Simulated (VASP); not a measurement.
# Si (Cmc2_1) in VASP: single point with LDA

Aim: the single point of Si with LDA.

All numbers are computed with VASP 6.6.1; they aren't measurements. Logs are shortened: lines on timing, memory, paths and dates and some standing lists are left out, and cuts for length are marked.

## 1. The cell of the first run

The structure is orthorhombic, space group Cmc2_1 (No. 36). Conventional cell: a = 3.802 Å, b = 6.585 Å, c = 6.289 Å, α = 90.00°, β = 90.00°, γ = 90.00°. Within 3.1 Å of Si (site symmetry m) lie 4 Si at 2.33 to 2.35 Å. Si (site symmetry m) has 4 Si at 2.33 to 2.35 Å within 3.1 Å.

## 2. Single point, LDA (atoms displaced along a vibrational mode)

File INCAR:

```
  PREC = Accurate
  ENCUT = 520
  EDIFF = 1E-7
  ISMEAR = 0
  SIGMA = 0.03
  LREAL = False
  LASPH = True
  NELM = 60
  ALGO = Normal
  ISIF = 2
  LWAVE = False
  LCHARG = False
  NBANDS = 26
```

File KPOINTS:

```
Automatic mesh
0
Gamma
  10 6 6
```

File POSCAR:

```
Si
1.0
   -3.8019755419      0.0000000000      0.0000000000
    0.0000000000      0.0000000000     -6.2891200223
    0.0000000000     -6.5852148077      0.0000000000
Si
8
Direct
    0.5000000000      0.9369667109      0.1742594334
    1.0000000000      0.9369667109      0.6742594334
    1.0000000000      0.4369667109      0.3257405666
    0.5000000000      0.4369667109      0.8257405666
    0.5000000000      0.5630332891      0.1590739000
    1.0000000000      0.5630332891      0.6590739000
    1.0000000000      0.0630332891      0.3409261000
    0.5000000000      0.0630332891      0.8409261000
```

Potentials or basis: VASP PAW LDA potentials, release 64 (Si).

Launch:

```sh
$ cat potpaw_LDA.64/Si/POTCAR > POTCAR
$ mpirun -np 1 vasp_std > vasp.out
```

OUTCAR:

```text
PREC = Accurate
   ENCUT = 520
   EDIFF = 1E-7
   ISMEAR = 0
   LREAL = False
   LASPH = True
   NELM = 60
   ISIF = 2

 ion  position               nearest neighbor table
   1  0.500  0.937  0.174-   7 2.33   7 2.33   8 2.33   5 2.35
   2  0.000  0.937  0.674-   8 2.33   8 2.33   7 2.33   6 2.35
   3  0.000  0.437  0.326-   5 2.33   5 2.33   6 2.33   7 2.35
   4  0.500  0.437  0.826-   6 2.33   6 2.33   5 2.33   8 2.35
   5  0.500  0.563  0.159-   3 2.33   3 2.33   4 2.33   1 2.35
   6  0.000  0.563  0.659-   4 2.33   4 2.33   3 2.33   2 2.35
   7  0.000  0.063  0.341-   1 2.33   1 2.33   2 2.33   3 2.35
   8  0.500  0.063  0.841-   2 2.33   2 2.33   1 2.33   4 2.35

  LATTYP: Found a simple orthorhombic cell.
 ALAT       =     3.8019755419
 B/A-ratio  =     1.6541716150
 C/A-ratio  =     1.7320508076

  Lattice vectors:

 A1 = (  -3.8019755419,   0.0000000000,   0.0000000000)
 A2 = (   0.0000000000,   0.0000000000,  -6.2891200223)
 A3 = (   0.0000000000,  -6.5852148077,   0.0000000000)

Analysis of symmetry for initial positions (statically):
=====================================================================
 Subroutine PRICEL returns following result:

  LATTYP: Found a hexagonal cell.
 ALAT       =     3.8019755419
 C/A-ratio  =     1.6541716150

  Lattice vectors:

 A1 = (  -1.9009877709,  -3.2926074039,   0.0000000000)
 A2 = (  -1.9009877710,   3.2926074038,   0.0000000000)
 A3 = (   0.0000000000,   0.0000000000,  -6.2891200223)

   2 primitive cells build up your supercell.

 Routine SETGRP: Setting up the symmetry group for a
 simple orthorhombic supercell.

 Subroutine GETGRP returns: Found  4 space group operations
 (whereof  2 operations were pure point group operations)
 out of a pool of  8 trial point group operations.

The static configuration has the point symmetry C_1h.
 The point group associated with its full space group is C_2v.

Analysis of symmetry for dynamics (positions and initial velocities):
=====================================================================
 Subroutine PRICEL returns following result:

  LATTYP: Found a hexagonal cell.
 ALAT       =     3.8019755419
 C/A-ratio  =     1.6541716150

  Lattice vectors:

 A1 = (  -1.9009877709,  -3.2926074039,   0.0000000000)
 A2 = (  -1.9009877710,   3.2926074038,   0.0000000000)
 A3 = (   0.0000000000,   0.0000000000,  -6.2891200223)

   2 primitive cells build up your supercell.

 Routine SETGRP: Setting up the symmetry group for a
 simple orthorhombic supercell.

 Subroutine GETGRP returns: Found  4 space group operations
 (whereof  2 operations were pure point group operations)
 out of a pool of  8 trial point group operations.

The dynamic configuration has the point symmetry C_1h.
 The point group associated with its full space group is C_2v.

 Subroutine INISYM returns: Found  4 space group operations
 (whereof  2 operations are pure point group operations),
 and found     2 'primitive' translations

----------------------------------------------------------------------------------------

                                     Primitive cell

  volume of cell :      78.7298

  direct lattice vectors                    reciprocal lattice vectors
    -1.900987771 -3.292607404  0.000000000    -0.263021155 -0.151855335  0.000000000
    -1.900987771  3.292607404  0.000000000    -0.263021155  0.151855335  0.000000000
     0.000000000  0.000000000 -6.289120022     0.000000000  0.000000000 -0.159004757

  length of vectors
     3.801975542  3.801975542  6.289120022     0.303710670  0.303710670  0.159004757

  position of ions in fractional coordinates (direct lattice)
     0.674259433  0.325740567  0.936966711
     0.325740567  0.674259433  0.436966711
     0.659073900  0.340926100  0.563033289
     0.340926100  0.659073900  0.063033289

  ion indices of the primitive-cell ions
   primitive index   ion index
                 1           1
                 2           4
                 3           5
                 4           8

----------------------------------------------------------------------------------------

 KPOINTS: Automatic mesh

Automatic generation of k-mesh.
 Grid dimensions read from file:
 generate k-points for:   10    6    6

 Generating k-lattice:

  Cartesian coordinates                     Fractional coordinates (reciprocal lattice)
    -0.026302116  0.000000000  0.000000000     0.100000000  0.000000000  0.000000000
     0.000000000  0.000000000 -0.026500793     0.000000000  0.166666667  0.000000000
     0.000000000 -0.025309222  0.000000000     0.000000000  0.000000000  0.166666667

  Length of vectors
     0.026302116  0.026500793  0.025309222

  Shift w.r.t. Gamma in fractional coordinates (k-lattice)
     0.000000000  0.000000000  0.000000000

 Subroutine IBZKPT returns following result:
 ===========================================

 Found     96 irreducible k-points:

 Following reciprocal coordinates:
            Coordinates               Weight
  0.000000  0.000000  0.000000      1.000000
  0.100000  0.000000  0.000000      2.000000
  0.200000  0.000000  0.000000      2.000000
  0.300000  0.000000  0.000000      2.000000
  0.400000  0.000000  0.000000      2.000000
  0.500000  0.000000  0.000000      1.000000
[... 16 lines left out ...]
  0.400000  0.500000  0.000000      2.000000
  0.500000  0.500000  0.000000      1.000000
 [... further k-points ...]
   k-points           NKPTS =     96   k-points in BZ     NKDIM =     96   number of bands    NBANDS=     26
   number of dos      NEDOS =    301   number of ions     NIONS =      8
   total plane-waves  NPLWV =  67200
   dimension x,y,z NGX =    28 NGY =   48 NGZ =   50
   dimension x,y,z NGXF=    56 NGYF=   96 NGZF=  100
   ions per type =               8
   NGX,Y,Z   is equivalent  to a cutoff of  12.24, 12.69, 12.62 a.u.
   NGXF,Y,Z  is equivalent  to a cutoff of  24.49, 25.38, 25.25 a.u.
 SYSTEM =  unknown system
   PREC   = accura    normal or accurate (medium, high low for compatibility)
   ISTART =      0    job   : 0-new  1-cont  2-samecut
   ICHARG =      2    charge: 1-file 2-atom 10-const
   ISPIN  =      1    spin polarized calculation?
   LNONCOLLINEAR =      F non collinear calculations
   LSORBIT =      F    spin-orbit coupling
   LASPH  =      T    aspherical Exc in radial PAW
   ENCUT  =  520.0 eV  38.22 Ry    6.18 a.u.   7.07 11.69 12.24*2*pi/ulx,y,z
   NELM   =     60;   NELMIN=  2; NELMDL= -5     # of ELM steps
   EDIFF  = 0.1E-06   stopping-criterion for ELM
   LREAL  =      F    real-space projection
   EDIFFG = 0.1E-05   stopping-criterion for IOM
   NSW    =      0    number of steps for IOM
   IBRION =     -1    ionic relax: 0-MD 1-quasi-New 2-CG
   NFREE  =      0    steps in history (QN), initial steepest desc. (CG)
   ISIF   =      2    stress and relaxation
   ISYM   =      2    0-nonsym 1-usesym 2-fastsym
   POTIM  = 0.5000    time-step for ionic-motion
   TEBEG  =    0.0;   TEEND  =   0.0 temperature during run
   PSTRESS=    0.0 pullay stress
   NELECT =      32.0000    total number of electrons
   NUPDOWN=      -1.0000    fix difference up-down
   EMIN   =  10.00;   EMAX   =-10.00  energy-range for DOS
   EFERMI =   0.00;   METHOD = LEGACY
   ISMEAR =     0;   SIGMA  =   0.03  broadening in eV -4-tet -1-fermi 0-gaus
   EFERMI_NEDOS =   21; number of points for ismear=-14 and -15
   IALGO  =     38    algorithm
   IMIX   =      4    mixing-type and parameters
     AMIX     =   0.40;   BMIX     =  1.00
     AMIX_MAG =   1.60;   BMIX_MAG =  1.00
  volume/ion in A,a.u.               =      19.68       132.82
  Fermi-wavevector in a.u.,A,eV,Ry     =   0.962502  1.818866 12.604582  0.926411
  Thomas-Fermi vector in A             =   2.091967
   LORBIT       =      0    0 simple, 1 ext, 2 COOP (PROOUT), +10 PAW based schemes
   GGA     = CA    functional components
   LHFCALC =     F    Hartree Fock is set to
   AEXX    =    0.0000 exact exchange contribution
   IVDW    =     0    specifies the selected vdW correction
   LEPSILON=     F    determine dielectric tensor
   LRPA    =     F    only Hartree local field effects (RPA)
 non-spin polarized calculation
 Gauss-broadening in eV      SIGMA  =   0.03
  energy-cutoff  :      520.00
  volume of cell :      157.46
 maximum number of plane-waves:      4268
   NGX = 15   NGY = 23   NGZ = 25

 number of electron      32.0000000 magnetization

 Free energy of the ion-electron system (eV)
  ---------------------------------------------------
  ext. energy  EPLUGINS =         0.00000000
  ---------------------------------------------------
  free energy    TOTEN  =       -47.59087681 eV

  energy without entropy =      -47.59087681  energy(sigma->0) =      -47.59087681

 E-fermi :   6.3318     XC(G=0):  -9.6669

 val. band max:        6.2035151476   @ k =   0.0000   0.0000   0.0000
 cond. band min:       6.4791915490   @ k =   0.0000   0.0000   0.0000
 fundamental gap:      0.2756764015
 Fermi energy:         6.3317630395

 k-point     1 :       0.0000    0.0000    0.0000
  band No.  band energies     occupation
      1      -6.1433      2.00000
      2      -3.8998      2.00000
      3      -3.8047      2.00000
      4      -2.3380      2.00000
      5      -1.4700      2.00000
      6      -1.1395      2.00000
[... 18 lines left out ...]
     25       9.8084      0.00000
     26      10.3549      0.00000

 k-point     2 :       0.1000    0.0000    0.0000
  band No.  band energies     occupation
      1      -6.0542      2.00000
      2      -3.8090      2.00000
      3      -3.7141      2.00000
      4      -2.3450      2.00000
      5      -1.3759      2.00000
      6      -1.0883      2.00000
[... 18 lines left out ...]
     25      10.1607      0.00000
     26      10.3305      0.00000

 k-point     3 :       0.2000    0.0000    0.0000
  band No.  band energies     occupation
      1      -5.7892      2.00000
      2      -3.5389      2.00000
      3      -3.4443      2.00000
      4      -2.4277      2.00000
      5      -1.0934      2.00000
      6      -0.9645      2.00000
[... 18 lines left out ...]
     25      10.8668      0.00000
     26      10.9206      0.00000

 k-point     4 :       0.3000    0.0000    0.0000
  band No.  band energies     occupation
      1      -5.3564      2.00000
      2      -3.0979      2.00000
      3      -3.0017      2.00000
      4      -2.7438      2.00000
      5      -0.9013      2.00000
      6      -0.6233      2.00000
[... 18 lines left out ...]
     25      11.0503      0.00000
     26      11.3895      0.00000

 k-point     5 :       0.4000    0.0000    0.0000
  band No.  band energies     occupation
      1      -4.7731      2.00000
      2      -3.3468      2.00000
      3      -2.5060      2.00000
      4      -2.4009      2.00000
      5      -1.1811      2.00000
      6      -0.8897      2.00000
[... 18 lines left out ...]
     25      11.1661      0.00000
     26      11.3198      0.00000

 k-point     6 :       0.5000    0.0000    0.0000
  band No.  band energies     occupation
      1      -4.0763      2.00000
      2      -4.0763      2.00000
      3      -1.8205      2.00000
      4      -1.8205      2.00000
      5      -1.6668      2.00000
      6      -1.6668      2.00000
[... 427 lines left out ...]
 k-point    21 :       0.2000    0.5000    0.0000
  band No.  band energies     occupation
      1      -4.9900      2.00000
      2      -4.9900      2.00000
      3      -2.8933      2.00000
      4      -2.8933      2.00000
      5      -1.1597      2.00000
      6      -1.1597      2.00000
[... 18 lines left out ...]
     25      10.4134      0.00000
     26      10.4137      0.00000

 k-point    22 :       0.3000    0.5000    0.0000
  band No.  band energies     occupation
      1      -4.5629      2.00000
      2      -4.5629      2.00000
      3      -2.6419      2.00000
      4      -2.6419      2.00000
      5      -1.2751      2.00000
      6      -1.2751      2.00000
[... 18 lines left out ...]
     25      10.4459      0.00000
     26      10.4459      0.00000

 k-point    23 :       0.4000    0.5000    0.0000
  band No.  band energies     occupation
      1      -3.9931      2.00000
      2      -3.9931      2.00000
      3      -2.7560      2.00000
      4      -2.7560      2.00000
      5      -1.1658      2.00000
      6      -1.1658      2.00000
[... 18 lines left out ...]
     25      10.3309      0.00000
     26      10.3309      0.00000

 k-point    24 :       0.5000    0.5000    0.0000
  band No.  band energies     occupation
      1      -3.3357      2.00000
      2      -3.3357      2.00000
      3      -3.3357      2.00000
      4      -3.3357      2.00000
      5      -0.5507      2.00000
      6      -0.5507      2.00000
[... 18 lines left out ...]
     25      10.6899      0.00000
     26      10.6899      0.00000

 [... further k-points ...]

------------------------ aborting loop because EDIFF is reached ----------------------------------------

  FORCE on cell =-STRESS in cart. coord.  units (eV):
  Direction    XX          YY          ZZ          XY          YZ          ZX
  --------------------------------------------------------------------------------------
  -------------------------------------------------------------------------------------
  Total        0.0719314      0.0186819     -0.0853030      0.0000000      0.0000000      0.0000000
  in kB        0.7319137      0.1900912     -0.8679717      0.0000000      0.0000000      0.0000000
  external PRESSURE =       0.0180111 kB  Pullay stress =       0.0000000 kB

 VOLUME and BASIS-vectors are now :
 -----------------------------------------------------------------------------
  energy-cutoff  :      520.00
  volume of cell :      157.46
      direct lattice vectors                 reciprocal lattice vectors
    -3.801975542  0.000000000  0.000000000    -0.263021155  0.000000000  0.000000000
     0.000000000  0.000000000 -6.289120022     0.000000000  0.000000000 -0.159004757
     0.000000000 -6.585214808  0.000000000     0.000000000 -0.151855335  0.000000000

 POSITION                                       TOTAL-FORCE (eV/Angst)
 -----------------------------------------------------------------------------------
     -1.90099     -1.14754     -5.89270        -0.000000      0.046919      0.015493
      0.00000     -4.44014     -5.89270        -0.000000      0.046919      0.015493
      0.00000     -2.14507     -2.74814        -0.000000     -0.046919      0.015493
     -1.90099     -5.43768     -2.74814        -0.000000     -0.046919      0.015493
     -1.90099     -1.04754     -3.54098         0.000000     -0.048907     -0.015493
      0.00000     -4.34014     -3.54098         0.000000     -0.048907     -0.015493
      0.00000     -2.24507     -0.39642         0.000000      0.048907     -0.015493
     -1.90099     -5.53768     -0.39642         0.000000      0.048907     -0.015493
 -----------------------------------------------------------------------------------
    total drift:                                0.000000     -0.000000      0.000021

  FREE ENERGIE OF THE ION-ELECTRON SYSTEM (eV)
  ---------------------------------------------------
  free  energy   TOTEN  =       -47.5908768074 eV

  energy  without entropy=      -47.5908768074  energy(sigma->0) =      -47.59087681
```

It took 2.2 min on 1 thread of Intel Xeon Platinum 8559C (Emerald Rapids), shared host; peak memory 0.37 GiB.

Results:

* Free energy: -47.5909 eV
* Pressure: 0.0 GPa
* Largest force: 0.051 eV/Å
* Band gap on the k mesh: 0.28 eV

Forces on the atoms (eV/Å):
```
Si   0.000  0.047  0.015
Si   0.000  0.047  0.015
Si   0.000 -0.047  0.015
Si   0.000 -0.047  0.015
Si   0.000 -0.049 -0.015
Si   0.000 -0.049 -0.015
Si   0.000  0.049 -0.015
Si   0.000  0.049 -0.015
```

Stress tensor (GPa, compression positive):
```
 0.07  0.00  0.00
 0.00  0.02  0.00
 0.00  0.00 -0.09
```

Levels at points of the mesh, in eV from the valence-band top:
| k point | band 13 | band 14 | band 15 | band 16 | band 17 | band 18 | band 19 | band 20 |
| --- | --- | --- | --- | --- | --- | --- | --- | --- |
| (0.00, 0.00, 0.00) | -1.46 | -0.35 | -0.02 | 0.00 | 0.28 | 1.03 | 1.96 | 1.97 |
| (0.50, 0.00, 0.00) | -2.84 | -2.84 | -2.69 | -2.69 | 1.19 | 1.19 | 3.73 | 3.73 |
| (0.00, 0.50, 0.00) | -0.94 | -0.94 | -0.94 | -0.94 | 0.81 | 0.81 | 1.55 | 1.55 |
| (0.50, 0.50, 0.00) | -2.31 | -2.31 | -2.31 | -2.31 | 1.75 | 1.75 | 1.75 | 1.75 |
| (0.00, 0.00, 0.50) | -1.43 | -1.43 | -0.89 | -0.89 | 0.94 | 0.94 | 2.96 | 2.96 |
| (0.50, 0.00, 0.50) | -3.09 | -3.09 | -1.47 | -1.47 | 0.29 | 0.29 | 2.29 | 2.29 |
| (0.00, 0.50, 0.50) | -1.87 | -1.87 | -1.87 | -1.87 | 1.44 | 1.44 | 1.44 | 1.44 |
| (0.50, 0.50, 0.50) | -2.42 | -2.42 | -2.42 | -2.42 | 0.80 | 0.80 | 0.80 | 0.80 |

Caveat: the cell differs from its parent crystal (atoms displaced along a vibrational mode). A k mesh can miss the band edges.
